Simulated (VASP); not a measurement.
# MoN2 (P4/mbm) in VASP: single point with PBEsol

Aim: the single point of MoN2 with PBEsol.

Everything below comes from runs of VASP 6.6.1. Logs are shortened: lines on timing, memory, paths and dates and some standing lists are left out, and cuts for length are marked.

## 1. The cell of the first run

The structure is tetragonal, space group P4/mbm (No. 127). The conventional cell has a = 4.312 Å, b = 4.312 Å, c = 2.744 Å, α = 90.00°, β = 90.00°, γ = 90.00°. Mo (site symmetry 4/m) has 16 N at 2.22 to 3.01 Å and 6 Mo at 2.74 to 3.05 Å within 3.1 Å. Within 1.8 Å of N (site symmetry m2m) lie 1 N at 1.36 Å.

## 2. Single point, PBEsol

The input, INCAR:

```
PREC = Accurate
ENCUT = 600
EDIFF = 1E-6
ISMEAR = 0
SIGMA = 0.01
LREAL = False
LASPH = True
NELM = 120
ALGO = Normal
ISIF = 2
LWAVE = False
LCHARG = True
GGA = PS
LELF = True
LVHAR = True
NBANDS = 33
GGA_COMPAT = False
```

The input, KPOINTS:

```
Automatic mesh
0
Gamma
  4 4 6
```

The input, POSCAR:

```
MoN2
1.0
    4.3115130119      0.0000000000      0.0000000000
    0.0000000000      4.3115130119      0.0000000000
    0.0000000000      0.0000000000      2.7442029341
Mo N
2 4
Direct
    0.5000000000      0.5000000000      0.0000000000
    0.0000000000      0.0000000000      0.0000000000
    0.8883530000      0.3883530000      0.5000000000
    0.1116470000      0.6116470000      0.5000000000
    0.3883530000      0.1116470000      0.5000000000
    0.6116470000      0.8883530000      0.5000000000
```

Potentials or basis: VASP PAW PBE potentials, release 64 (Mo_sv, N).

Started as:

```console
cat potpaw_PBE.64/Mo_sv/POTCAR potpaw_PBE.64/N/POTCAR > POTCAR
mpirun -np 1 vasp_std > vasp.out
```

OUTCAR:

```text
PREC = Accurate
   ENCUT = 600
   EDIFF = 1E-6
   ISMEAR = 0
   LREAL = False
   LASPH = True
   NELM = 120
   ISIF = 2
   GGA = PS

 ion  position               nearest neighbor table
   1  0.500  0.500  0.000-   3 2.22   4 2.22   5 2.22   6 2.22   3 2.22   4 2.22   5 2.22   6 2.22
                             2 3.05   2 3.05   2 3.05   2 3.05
   2  0.000  0.000  0.000-   3 2.22   4 2.22   5 2.22   6 2.22   3 2.22   4 2.22   5 2.22   6 2.22
                             1 3.05   1 3.05   1 3.05   1 3.05
   3  0.888  0.388  0.500-   4 1.36   2 2.22   1 2.22   1 2.22   2 2.22
   4  0.112  0.612  0.500-   3 1.36   2 2.22   1 2.22   1 2.22   2 2.22
   5  0.388  0.112  0.500-   6 1.36   2 2.22   1 2.22   1 2.22   2 2.22
   6  0.612  0.888  0.500-   5 1.36   2 2.22   1 2.22   1 2.22   2 2.22

  LATTYP: Found a simple tetragonal cell.
 ALAT       =     4.3115130119
 C/A-ratio  =     0.6364825820

  Lattice vectors:

 A1 = (   4.3115130119,   0.0000000000,   0.0000000000)
 A2 = (   0.0000000000,   4.3115130119,   0.0000000000)
 A3 = (   0.0000000000,   0.0000000000,   2.7442029341)

Analysis of symmetry for initial positions (statically):
=====================================================================
 Subroutine PRICEL returns:
 Original cell was already a primitive cell.

 Routine SETGRP: Setting up the symmetry group for a
 simple tetragonal supercell.

 Subroutine GETGRP returns: Found 16 space group operations
 (whereof  8 operations were pure point group operations)
 out of a pool of 16 trial point group operations.

The static configuration has the point symmetry C_4h.
 The point group associated with its full space group is D_4h.

Analysis of symmetry for dynamics (positions and initial velocities):
=====================================================================
 Subroutine PRICEL returns:
 Original cell was already a primitive cell.

 Routine SETGRP: Setting up the symmetry group for a
 simple tetragonal supercell.

 Subroutine GETGRP returns: Found 16 space group operations
 (whereof  8 operations were pure point group operations)
 out of a pool of 16 trial point group operations.

The dynamic configuration has the point symmetry C_4h.
 The point group associated with its full space group is D_4h.

 Subroutine INISYM returns: Found 16 space group operations
 (whereof  8 operations are pure point group operations),
 and found     1 'primitive' translations
[... 102 lines left out ...]
   EDIFF  = 0.1E-05   stopping-criterion for ELM
   LREAL  =      F    real-space projection
   EDIFFG = 0.1E-04   stopping-criterion for IOM
   NSW    =      0    number of steps for IOM
   IBRION =     -1    ionic relax: 0-MD 1-quasi-New 2-CG
   NFREE  =      0    steps in history (QN), initial steepest desc. (CG)
   ISIF   =      2    stress and relaxation
   ISYM   =      2    0-nonsym 1-usesym 2-fastsym
   POTIM  = 0.5000    time-step for ionic-motion
   TEBEG  =    0.0;   TEEND  =   0.0 temperature during run
   PSTRESS=    0.0 pullay stress
   NELECT =      48.0000    total number of electrons
   NUPDOWN=      -1.0000    fix difference up-down
   EMIN   =  10.00;   EMAX   =-10.00  energy-range for DOS
   EFERMI =   0.00;   METHOD = LEGACY
   ISMEAR =     0;   SIGMA  =   0.01  broadening in eV -4-tet -1-fermi 0-gaus
   EFERMI_NEDOS =   21; number of points for ismear=-14 and -15
   IALGO  =     38    algorithm
   IMIX   =      4    mixing-type and parameters
     AMIX     =   0.40;   BMIX     =  1.00
     AMIX_MAG =   1.60;   BMIX_MAG =  1.00
  volume/ion in A,a.u.               =       8.50        57.37
  Fermi-wavevector in a.u.,A,eV,Ry     =   1.604218  3.031532 35.014800  2.573515
  Thomas-Fermi vector in A             =   2.700757
   LORBIT       =      0    0 simple, 1 ext, 2 COOP (PROOUT), +10 PAW based schemes
   GGA     = PS    functional components
   LHFCALC =     F    Hartree Fock is set to
   AEXX    =    0.0000 exact exchange contribution
   IVDW    =     0    specifies the selected vdW correction
   LEPSILON=     F    determine dielectric tensor
   LRPA    =     F    only Hartree local field effects (RPA)
 non-spin polarized calculation
 Gauss-broadening in eV      SIGMA  =   0.01
  energy-cutoff  :      600.00
  volume of cell :       51.01
 maximum number of plane-waves:      1719
 NGX is ok and might be reduce to    36
   NGX = 17   NGY = 17   NGZ = 11

 number of electron      47.9999999 magnetization

 Free energy of the ion-electron system (eV)
  ---------------------------------------------------
  ext. energy  EPLUGINS =         0.00000000
  ---------------------------------------------------
  free energy    TOTEN  =       -58.81572433 eV

  energy without entropy =      -58.81523913  energy(sigma->0) =      -58.81548173

 E-fermi :  12.5699     XC(G=0): -14.0031

 val. band max:       12.5102539447   @ k =   0.5000   0.2500   0.0000
 cond. band min:      12.5780796948   @ k =   0.5000   0.2500   0.1667
 fundamental gap:      0.0678257500
 Fermi energy:        12.5699454963

 k-point     1 :       0.0000    0.0000    0.0000
  band No.  band energies     occupation
      1     -49.5887      2.00000
      2     -49.5217      2.00000
      3     -23.8207      2.00000
      4     -23.8207      2.00000
      5     -23.4525      2.00000
      6     -23.4525      2.00000
[... 853 lines left out ...]
     32      19.1221      0.00000
     33      21.4092      0.00000

------------------------ aborting loop because EDIFF is reached ----------------------------------------

  FORCE on cell =-STRESS in cart. coord.  units (eV):
  Direction    XX          YY          ZZ          XY          YZ          ZX
  --------------------------------------------------------------------------------------
  -------------------------------------------------------------------------------------
  Total       -0.9756572     -0.9756572     -3.1777765      0.0000000     -0.0000000      0.0000000
  in kB      -30.6430658    -30.6430658    -99.8063799      0.0000000     -0.0000000      0.0000000
  external PRESSURE =     -53.6975038 kB  Pullay stress =       0.0000000 kB

 VOLUME and BASIS-vectors are now :
 -----------------------------------------------------------------------------
  energy-cutoff  :      600.00
  volume of cell :       51.01
      direct lattice vectors                 reciprocal lattice vectors
     4.311513012  0.000000000  0.000000000     0.231937141  0.000000000  0.000000000
     0.000000000  4.311513012  0.000000000     0.000000000  0.231937141  0.000000000
     0.000000000  0.000000000  2.744202934     0.000000000  0.000000000  0.364404537

 POSITION                                       TOTAL-FORCE (eV/Angst)
 -----------------------------------------------------------------------------------
      2.15576      2.15576      0.00000         0.000000     -0.000000      0.000000
      0.00000      0.00000      0.00000         0.000000     -0.000000      0.000000
      3.83015      1.67439      1.37210        -0.342626     -0.342626      0.000000
      0.48137      2.63712      1.37210         0.342626      0.342626     -0.000000
      1.67439      0.48137      1.37210        -0.342626      0.342626      0.000000
      2.63712      3.83015      1.37210         0.342626     -0.342626     -0.000000
 -----------------------------------------------------------------------------------
    total drift:                               -0.000000      0.000000      0.000000

  FREE ENERGIE OF THE ION-ELECTRON SYSTEM (eV)
  ---------------------------------------------------
  free  energy   TOTEN  =       -58.8157243327 eV

  energy  without entropy=      -58.8152391313  energy(sigma->0) =      -58.81548173
```

OSZICAR:

```text
N       E                     dE             d eps       ncg     rms          rms(c)
DAV:   1     0.461718681726E+03    0.46172E+03   -0.30060E+04  1584   0.170E+03
DAV:   2    -0.435060180007E+02   -0.50522E+03   -0.47652E+03  1842   0.483E+02
DAV:   3    -0.662457364203E+02   -0.22740E+02   -0.22234E+02  1989   0.106E+02
DAV:   4    -0.665655684431E+02   -0.31983E+00   -0.31890E+00  1742   0.118E+01
DAV:   5    -0.665728561301E+02   -0.72877E-02   -0.72833E-02  2008   0.139E+00    0.434E+01
DAV:   6    -0.601300937233E+02    0.64428E+01   -0.32049E+01  1793   0.397E+01    0.110E+01
DAV:   7    -0.590115856005E+02    0.11185E+01   -0.60060E+00  1722   0.188E+01    0.109E+01
DAV:   8    -0.588216221946E+02    0.18996E+00   -0.71642E-01  1731   0.693E+00    0.966E-01
DAV:   9    -0.588169821946E+02    0.46400E-02   -0.26182E-02  1885   0.126E+00    0.295E-01
DAV:  10    -0.588158564824E+02    0.11257E-02   -0.55919E-03  1678   0.601E-01    0.150E-01
DAV:  11    -0.588157260486E+02    0.13043E-03   -0.56951E-04  1701   0.202E-01    0.277E-02
DAV:  12    -0.588157245276E+02    0.15209E-05   -0.32147E-05  1807   0.379E-02    0.102E-02
DAV:  13    -0.588157243327E+02    0.19490E-06   -0.15183E-06  1080   0.108E-02
   1 F= -.58815724E+02 E0= -.58815482E+02  d E =-.485201E-03
```

stdout:

```text
POSCAR found type information on POSCAR MoN
 POSCAR found :  2 types and       6 ions
 scaLAPACK will be used
 -----------------------------------------------------------------------------
|                                                                             |
|                                                                             |
|     You enforced a specific xc type in the INCAR file but a different       |
|     I HOPE YOU KNOW WHAT YOU ARE DOING!                                     |
|                                                                             |
 -----------------------------------------------------------------------------

 LDA part: xc-table for (Slater+PW92), standard interpolation
 POSCAR, INCAR and KPOINTS ok, starting setup
 FFT: planning ... GRIDC
 FFT: planning ... GRID_SOFT
 FFT: planning ... GRID
 WAVECAR not read
 entering main loop
```

Run time: 24 s. Hardware: 1 thread of Intel Xeon Platinum 8488C (Sapphire Rapids), shared host; peak memory 0.19 GiB.

What came out:

```yaml
Free_energy: -58.8157 eV
Pressure: -5.4 GPa
Largest_force: 0.485 eV/Å
Band_gap_on_the_k_mesh: zero (bands 24 and 25 overlap by 1.53 eV)
```

Forces on the atoms (eV/Å):
```
Mo   0.000  0.000  0.000
Mo   0.000  0.000  0.000
N   -0.343 -0.343  0.000
N    0.343  0.343  0.000
N   -0.343  0.343  0.000
N    0.343 -0.343  0.000
```

Caveat: the k points lie up to 0.38 Å⁻¹ apart, too coarse for converged energies and pressures of a metal; the PAW data sets were made with another functional, which shifts forces and pressure a little.
